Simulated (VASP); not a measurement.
# Mg8HO8 (a cell with a defect) in VASP: a series of runs, part 2 of 3

VASP 6.6.1.

## (3) Single point, PBE+D3(BJ)

Input file INCAR:

```
SYSTEM = Mg8HO8
ALGO = Normal
EDIFF = 1E-6
ENCUT = 520
GGA = PE
ISIF = 2
ISMEAR = 0
IVDW = 12
LASPH = .True.
LCHARG = .False.
LREAL = Auto
LWAVE = .False.
NBANDS = 46
NELECT = 64.0
NELM = 60
PREC = Accurate
SIGMA = 0.02
```

Input file KPOINTS:

```
k-points
0
Gamma
  3 3 3
  0 0 0
```

Input file POSCAR:

```
Mg8HO8
1.0
    0.0000000000      4.2665000000      4.2665000000
    4.2665000000      0.0000000000      4.2665000000
    4.2665000000      4.2665000000      0.0000000000
Mg O H
8 8 1
Direct
   -0.0093646712      0.0109749790     -0.0013589687
   -0.0028254566      0.0009791539      0.5003719699
   -0.0093588704      0.4992538247     -0.0013790292
   -0.0093430461      0.4992389970      0.5103926754
    0.4825729064      0.0200000903     -0.0230798594
    0.4826302140      0.0199288080      0.5193604175
    0.4905951524      0.5031628485      0.0025800926
    0.4826529619      0.4776949072      0.5192899216
    0.2465942600      0.2483819237      0.2519587454
    0.2319115499      0.2561033062      0.7554180501
    0.2465187888      0.7525621605      0.2519399258
    0.2465033457      0.7525595783      0.7478950909
    0.7399239114      0.2521487409      0.2552791671
    0.7399324382      0.2521468969      0.7515532762
    0.7448764451      0.7516895396      0.2512061600
    0.7399079925      0.7558893454      0.7515555543
    0.5454766178     -0.1815361801      0.3173811904
```

Potentials or basis: VASP PAW PBE potentials, release 64 (Mg, O, H).

Command:

```
$ cat potpaw_PBE.64/Mg/POTCAR potpaw_PBE.64/O/POTCAR potpaw_PBE.64/H/POTCAR > POTCAR
$ mpirun -np 1 vasp_std > vasp.out
```

OUTCAR:

```text
SYSTEM = Mg8HO8
   EDIFF = 1E-6
   ENCUT = 520
   GGA = PE
   ISIF = 2
   ISMEAR = 0
   IVDW = 12
   LASPH = .True.
   LREAL = Auto
   NELECT = 64.0
   NELM = 60
   PREC = Accurate
 IVDW          = 12

 ion  position               nearest neighbor table
   1  0.991  0.011  0.999-  10 2.08  14 2.12  13 2.12  15 2.16  12 2.17  11 2.17   5 2.93   6 2.93
                             4 2.95   3 2.95   7 2.99   2 3.02   2 3.02   7 3.04   3 3.09   4 3.09
   2  0.997  0.001  0.500-   9 2.12  11 2.12  12 2.12  13 2.14  14 2.14  16 2.14   6 2.99   5 2.99
                             8 2.99   3 3.02   4 3.02   1 3.02   1 3.02   4 3.02   3 3.02   8 3.05
   3  0.991  0.499  0.999-  10 2.08  16 2.12  13 2.12  15 2.16  12 2.17   9 2.17   5 2.93   8 2.93
                             4 2.95   1 2.95   7 2.99   2 3.02   2 3.02   7 3.04   1 3.09   4 3.09
   4  0.991  0.499  0.510-  10 2.07  16 2.12  14 2.12  15 2.15  11 2.17   9 2.17   6 2.93   8 2.93
                             3 2.95   1 2.95   7 2.99   2 3.02   2 3.02   7 3.04   1 3.09   3 3.09
   5  0.483  0.020  0.977-  17 1.91  10 2.02  16 2.09  14 2.09   9 2.15  11 2.15  15 2.29   6 2.76
                             8 2.76   1 2.93   3 2.93   2 2.99   7 3.02   7 3.02   2 3.05   3 3.11
   6  0.483  0.020  0.519-  17 1.91  10 2.02  16 2.09  13 2.09   9 2.15  12 2.15  15 2.29   5 2.76
                             8 2.76   1 2.93   4 2.93   2 2.99   7 3.02   7 3.02   2 3.05   4 3.11
   7  0.491  0.503  0.003-  11 2.13  12 2.13   9 2.13  13 2.14  16 2.14  14 2.14   3 2.99   1 2.99
                             4 2.99   8 3.02   6 3.02   8 3.02   5 3.02   6 3.02   5 3.02   4 3.04
   8  0.483  0.478  0.519-  17 1.92  10 2.02  14 2.09  13 2.09  12 2.15  11 2.15  15 2.29   5 2.76
                             6 2.76   3 2.93   4 2.93   2 2.99   7 3.02   7 3.02   2 3.05   4 3.11
   9  0.247  0.248  0.252-   2 2.12   7 2.13   5 2.15   6 2.15   3 2.17   4 2.17
  10  0.232  0.256  0.755-   5 2.02   6 2.02   8 2.02   4 2.07   3 2.08   1 2.08
  11  0.247  0.753  0.252-   2 2.12   7 2.13   8 2.15   5 2.15   1 2.17   4 2.17
  12  0.247  0.753  0.748-   2 2.12   7 2.13   8 2.15   6 2.15   1 2.17   3 2.17
  13  0.740  0.252  0.255-   6 2.09   8 2.09   1 2.12   3 2.12   7 2.14   2 2.14
  14  0.740  0.252  0.752-   5 2.09   8 2.09   1 2.12   4 2.12   7 2.14   2 2.14
  15  0.745  0.752  0.251-  17 0.98   4 2.15   3 2.16   1 2.16   8 2.29   6 2.29   5 2.29
  16  0.740  0.756  0.752-   6 2.09   5 2.09   3 2.12   4 2.12   7 2.14   2 2.14
  17  0.545  0.818  0.317-  15 0.98   5 1.91   6 1.91   8 1.92

  LATTYP: Found a face centered cubic cell.
 ALAT       =     8.5330000000

  Lattice vectors:

[... 185 lines left out ...]
 NGX is ok and might be reduce to    48
   NGX = 23   NGY = 23   NGZ = 23

 number of electron      64.0000000 magnetization

 Free energy of the ion-electron system (eV)
  ---------------------------------------------------
  ext. energy  EPLUGINS =         0.00000000
  ---------------------------------------------------
  free energy    TOTEN  =      -102.14160711 eV

  energy without entropy =     -102.14160711  energy(sigma->0) =     -102.14160711

 E-fermi :   3.1903     XC(G=0): -10.8722

 val. band max:        3.0262716814   @ k =   0.0000   0.0000   0.0000
 cond. band min:       6.9516782864   @ k =   0.0000   0.0000   0.0000
 fundamental gap:      3.9254066050
 Fermi energy:         3.1903197204

 k-point     1 :       0.0000    0.0000    0.0000
  band No.  band energies     occupation
      1     -16.7599      2.00000
      2     -13.8901      2.00000
      3     -13.0447      2.00000
      4     -12.6647      2.00000
      5     -12.6598      2.00000
      6     -12.6593      2.00000
[... 647 lines left out ...]
     43      13.9485      0.00000
     44      14.3597      0.00000
 [bands above 44 left out]

------------------------ aborting loop because EDIFF is reached ----------------------------------------

 Edisp (eV)   -4.67809

 E8    (eV) :    -1.8127

  FORCE on cell =-STRESS in cart. coord.  units (eV):
  Direction    XX          YY          ZZ          XY          YZ          ZX
  --------------------------------------------------------------------------------------
  -------------------------------------------------------------------------------------
  Total     -10.19801   -10.18815   -10.21017     1.83565    -1.82861     1.82046
  in kB    -105.19155  -105.08987  -105.31695    18.93454   -18.86196    18.77785
  external pressure =     -105.20 kB  Pullay stress =        0.00 kB

 VOLUME and BASIS-vectors are now :
 -----------------------------------------------------------------------------
  energy-cutoff  :      520.00
  volume of cell :      155.33
      direct lattice vectors                 reciprocal lattice vectors
     0.000000000  4.266500000  4.266500000    -0.117192078  0.117192078  0.117192078
     4.266500000  0.000000000  4.266500000     0.117192078 -0.117192078  0.117192078
     4.266500000  4.266500000  0.000000000     0.117192078  0.117192078 -0.117192078

 POSITION                                       TOTAL-FORCE (eV/Angst)
 -----------------------------------------------------------------------------------
      4.30753      8.48725      4.27337        -0.000808      0.000200      0.010257
      2.13901      6.38928      4.25862         0.001830     -0.001659     -0.001689
      6.39068      8.48719      6.35664        -0.010271      0.000915      0.000583
      4.30759      6.40423      6.35664        -0.001286      0.009951      0.000023
      4.25336      6.22693      2.14423        -0.000255     -0.021212      0.000789
      2.30088      4.27499      2.14417         0.022375     -0.000522      0.000311
[... 9 lines left out ...]
      6.43151      6.36333      6.38182        -0.000438      0.000552      0.000322
      4.84608      3.68138      5.81925         0.080176     -0.079203     -0.081707
 -----------------------------------------------------------------------------------
    total drift:                               -0.002670      0.006986      0.004590

  FREE ENERGIE OF THE ION-ELECTRON SYSTEM (eV)
  ---------------------------------------------------
  free  energy   TOTEN  =      -106.8196971422 eV

  energy  without entropy=     -106.8196971422  energy(sigma->0) =     -106.81969714
```

stdout:

```text
POSCAR found type information on POSCAR MgO H
 POSCAR found :  3 types and      17 ions
 scaLAPACK will be used
 LDA part: xc-table for (Slater+PW92), standard interpolation
 POSCAR, INCAR and KPOINTS ok, starting setup
 FFT: planning ... GRIDC
 FFT: planning ... GRID_SOFT
 FFT: planning ... GRID
 WAVECAR not read
 entering main loop
 the old and the new charge density differ
 old charge density:    65.00000 new   64.00000
    0.198E+01
```

Run time: 1.8 min. Hardware: 1 thread of Intel Xeon 6975P-C (Granite Rapids), shared host; peak memory 0.35 GiB.

What came out:

| Item | Value |
| --- | --- |
| Free energy | -106.8197 eV |
| Largest force | 0.151 eV/Å |
| Dispersion energy per atom | -0.275 eV |

Forces on the atoms (eV/Å):
```
Mg  -0.001  0.000  0.010
Mg   0.002 -0.002 -0.002
Mg  -0.010  0.001  0.001
Mg  -0.001  0.010  0.000
Mg   0.000 -0.021  0.001
Mg   0.022 -0.001  0.000
Mg   0.003 -0.004 -0.004
Mg   0.000  0.000 -0.023
O   -0.005  0.004  0.000
O    0.003 -0.002 -0.002
O    0.001  0.005  0.006
O   -0.005  0.001  0.005
O   -0.001  0.001  0.001
O    0.000 -0.001  0.001
O   -0.087  0.087  0.088
O    0.000  0.001  0.000
H    0.080 -0.079 -0.082
```

Caveat: the k points lie up to 0.43 Å⁻¹ apart; the cell carries a net charge on a neutralising background, which shifts energy and pressure; the cell is charged against a uniform background, so pressure and absolute levels hang on convention.

## (4) Single point, PBE+D3(BJ)

Input file INCAR:

```
SYSTEM = Mg8HO8
PREC = Accurate
ENCUT = 520
EDIFF = 1E-7
ISMEAR = 0
SIGMA = 0.02
LREAL = Auto
LASPH = .TRUE.
NELM = 100
ALGO = Normal
ISIF = 2
LWAVE = .FALSE.
LCHARG = .TRUE.
GGA = PE
IVDW = 12
LELF = .TRUE.
LVHAR = .TRUE.
NBANDS = 46
NELECT = 64.0
```

Input file KPOINTS:

```
regular mesh
0
G
  3 3 3
  0 0 0
```

Input file POSCAR:

```
Mg8HO8
1.0
    0.0000000000      4.2665000000      4.2665000000
    4.2665000000      0.0000000000      4.2665000000
    4.2665000000      4.2665000000      0.0000000000
Mg O H
8 8 1
Direct
    0.0176318997     -0.0195109575      0.0218946443
    0.0177470995     -0.0195966249      0.4795919372
    0.0101103949      0.4970615258     -0.0037339740
    0.0177418259      0.5226624868      0.4796473690
    0.5097669050     -0.0106711590      0.0002722372
    0.5033009493     -0.0006981132      0.4985708426
    0.5097554201      0.5011366460      0.0002926286
    0.5097394820      0.5011403961      0.4884651354
    0.2538137818      0.2477101840      0.2512514942
    0.2538421423      0.2477362006      0.7469592172
    0.2684799016      0.7442919255      0.2434127505
    0.2538025313      0.7519996484      0.7469545295
    0.7605324036      0.2444142740      0.2473698582
    0.7547922184      0.2488714403      0.7480157037
    0.7605278331      0.7481790695      0.2473681003
    0.7605674440      0.7481617251      0.7436074065
   -0.0457936248      0.1823015352      0.6814732216
```

Command:

```
$ cat potpaw_PBE.64/Mg/POTCAR potpaw_PBE.64/O/POTCAR potpaw_PBE.64/H/POTCAR > POTCAR
$ mpirun -np 1 vasp_std > vasp.out
```

It took 2.2 min on 1 thread of Intel Xeon 6975P-C (Granite Rapids), shared host; peak memory 0.35 GiB.

The run converged. Its results:

```yaml
Free_energy: -106.8197 eV
Largest_force: 0.134 eV/Å
Dispersion_energy_per_atom: -0.275 eV
```

Forces on the atoms (eV/Å):
```
Mg  -0.003  0.032  0.003
Mg  -0.030  0.001  0.002
Mg   0.003 -0.003 -0.003
Mg  -0.001  0.001  0.031
Mg   0.001 -0.001 -0.015
Mg   0.001 -0.003 -0.001
Mg   0.014 -0.001 -0.001
Mg   0.001 -0.013 -0.001
O    0.004 -0.005 -0.004
O    0.004 -0.005 -0.004
O   -0.002  0.004  0.002
O    0.004 -0.006 -0.004
O    0.003 -0.003  0.000
O    0.075 -0.074 -0.076
O    0.000 -0.003 -0.003
O    0.002  0.000 -0.003
H   -0.077  0.077  0.078
```

Levels at points of the mesh, in eV from the Fermi level:
```
           k point  band 29  band 30  band 31  band 32  band 33  band 34  band 35  band 36
(0.00, 0.00, 0.00)    -0.52    -0.22    -0.16    -0.16     3.76     6.13     7.43     7.60
```

Caveat: the k points lie up to 0.43 Å⁻¹ apart; the cell carries a net charge on a neutralising background, which shifts energy and pressure; the cell is charged against a uniform background, so pressure and absolute levels hang on convention.

## (5) Single point, PBE+D3(BJ)

Input file INCAR:

```
SYSTEM = Mg8HO8
ALGO = Normal
EDIFF = 1E-7
ENCUT = 520
GGA = PE
ISIF = 2
ISMEAR = 0
IVDW = 12
LASPH = .True.
LCHARG = .True.
LELF = .True.
LREAL = Auto
LVHAR = .True.
LWAVE = .False.
NBANDS = 46
NELECT = 64.0
NELM = 100
PREC = Accurate
SIGMA = 0.02
```

Input file KPOINTS:

```
k-points
0
Gamma
  3 3 3
  0 0 0
```

Input file POSCAR:

```
Mg8HO8
1.0
    0.0000000000      4.2665000000      4.2665000000
    4.2665000000      0.0000000000      4.2665000000
    4.2665000000      4.2665000000      0.0000000000
Mg O H
8 8 1
Direct
   -0.0042707137     -0.0049082386      0.0090580101
   -0.0212709481     -0.0114057190      0.5209594515
   -0.0064353686      0.4953567327      0.0036640103
   -0.0063930622      0.4954787296      0.5161743818
    0.5143398570     -0.0128147193     -0.0208107348
    0.5144739248     -0.0126248682      0.5282228993
    0.5043855619      0.4947392476      0.0048925349
    0.4948203445      0.5019620298      0.5062428220
    0.2479619126      0.2443338802      0.2579762100
    0.2493332943      0.2443481777      0.7575772882
    0.2464957225      0.7487882339      0.2570945740
    0.2463753662      0.7488439002      0.7566685808
    0.7465795148      0.2449252315      0.2611282081
    0.7466542834      0.2450700809      0.7563137232
    0.7376143209      0.7545408414      0.2584016173
    0.7519901559      0.7368531583      0.7600778155
    0.3356015469      0.0456964725      0.3137388961
```

Command:

```
$ cat potpaw_PBE.64/Mg/POTCAR potpaw_PBE.64/O/POTCAR potpaw_PBE.64/H/POTCAR > POTCAR
$ mpirun -np 1 vasp_std > vasp.out
```

Wall time 2.1 min (1 thread of Intel Xeon 6975P-C (Granite Rapids), shared host); peak memory 0.35 GiB.

The run converged. Its results:

* Free energy: -106.8071 eV
* Largest force: 0.192 eV/Å
* Dispersion energy per atom: -0.275 eV

Forces on the atoms (eV/Å):
```
Mg  -0.003  0.007  0.007
Mg  -0.004 -0.003 -0.050
Mg  -0.002 -0.011 -0.007
Mg   0.011  0.005 -0.004
Mg  -0.035  0.010  0.021
Mg  -0.020  0.030  0.012
Mg  -0.002  0.009  0.027
Mg  -0.014  0.006  0.000
O    0.132 -0.115  0.080
O   -0.013  0.013  0.015
O    0.006  0.005  0.018
O   -0.011 -0.007  0.023
O   -0.012 -0.004  0.006
O   -0.001  0.009 -0.001
O   -0.033  0.035  0.005
O   -0.013  0.015  0.005
H    0.014 -0.006 -0.159
```

Levels at points of the mesh, in eV from the Fermi level:
| k point | band 30 | band 31 | band 32 | band 33 | band 34 | band 35 |
| --- | --- | --- | --- | --- | --- | --- |
| (0.00, 0.00, 0.00) | -0.23 | -0.18 | -0.18 | 3.76 | 6.13 | 7.42 |

Caveat: the k points lie up to 0.43 Å⁻¹ apart; the cell carries a net charge on a neutralising background, which shifts energy and pressure; the cell is charged against a uniform background, so pressure and absolute levels hang on convention.

## (6) Single point, PBE+D3(BJ)

Input file INCAR:

```
SYSTEM = Mg8HO8
PREC     = Accurate       ! precision mode
ENCUT    = 520            ! plane-wave cutoff, eV
EDIFF    = 1E-6           ! SCF threshold, eV
ISMEAR   = 0              ! smearing method
SIGMA    = 0.02           ! smearing width, eV
LREAL    = Auto         
LASPH    = .True.         ! aspherical terms in the spheres
NELM     = 80             ! most SCF steps
ALGO     = Normal         ! electronic algorithm
ISIF     = 2              ! what is computed and relaxed
LWAVE    = .False.        ! write WAVECAR
LCHARG   = .False.        ! write CHGCAR
GGA      = PE             ! functional
IVDW     = 12             ! dispersion correction
NELECT   = 64.0         
NBANDS   = 46             ! bands
```

Input file KPOINTS:

```
Automatic mesh
0
Gamma
  3 3 3
  0 0 0
```

Input file POSCAR:

```
Mg8HO8
1.0
    0.0000000000      4.2665000000      4.2665000000
    4.2665000000      0.0000000000      4.2665000000
    4.2665000000      4.2665000000      0.0000000000
Mg O H
8 8 1
Direct
   -0.0093647017      0.0109749209     -0.0013588421
   -0.0028255010      0.0009792570      0.5003719677
   -0.0093588421      0.4992538380     -0.0013789992
   -0.0093431384      0.4992390718      0.5103927107
    0.4825729521      0.0200001172     -0.0230799250
    0.4826302590      0.0199287472      0.5193603656
    0.4905952186      0.5031628970      0.0025799836
    0.4826528771      0.4776949490      0.5192899332
    0.2465942810      0.2483819290      0.2519586312
    0.2319115200      0.2561032462      0.7554181413
    0.2465188093      0.7525621704      0.2519398805
    0.2465033400      0.7525595922      0.7478951131
    0.7399239423      0.2521487167      0.2552791515
    0.7399324974      0.2521469589      0.7515532638
    0.7448763624      0.7516896754      0.2512061409
    0.7399078870      0.7558893707      0.7515556076
    0.5454766202     -0.1815361538      0.3173812258
```

Potentials or basis: VASP PAW PBE potentials, release 64 (Mg, O, H).

Command:

```
$ cat potpaw_PBE.64/Mg/POTCAR potpaw_PBE.64/O/POTCAR potpaw_PBE.64/H/POTCAR > POTCAR
$ mpirun -np 1 vasp_std > vasp.out
```

Run time: 1.9 min. Hardware: 1 thread of Intel Xeon 6975P-C (Granite Rapids), shared host; peak memory 0.35 GiB.

It converged, with:

- Free energy: -106.8197 eV
- Largest force: 0.151 eV/Å
- Dispersion energy per atom: -0.275 eV

Forces in eV/Å, atoms in the order of the input:
```
Mg  -0.001  0.000  0.010
Mg   0.002 -0.002 -0.002
Mg  -0.010  0.001  0.001
Mg  -0.001  0.010  0.000
Mg   0.000 -0.021  0.001
Mg   0.022 -0.001  0.000
Mg   0.003 -0.004 -0.004
Mg   0.000  0.000 -0.023
O   -0.005  0.004  0.000
O    0.003 -0.002 -0.002
O    0.001  0.005  0.006
O   -0.005  0.001  0.005
O   -0.001  0.001  0.001
O    0.000 -0.001  0.001
O   -0.087  0.087  0.088
O    0.000  0.001  0.000
H    0.080 -0.079 -0.082
```

Levels at points of the mesh, in eV from the Fermi level:
```
           k point  band 28  band 29  band 30  band 31  band 32  band 33  band 34  band 35  band 36  band 37
(0.00, 0.00, 0.00)    -0.52    -0.52    -0.22    -0.16    -0.16     3.76     6.13     7.43     7.60     7.60
```

Caveat: the k points lie up to 0.43 Å⁻¹ apart; the cell carries a net charge on a neutralising background, which shifts energy and pressure; the cell is charged against a uniform background, so pressure and absolute levels hang on convention.

(Part 2 of 3 ends here.)
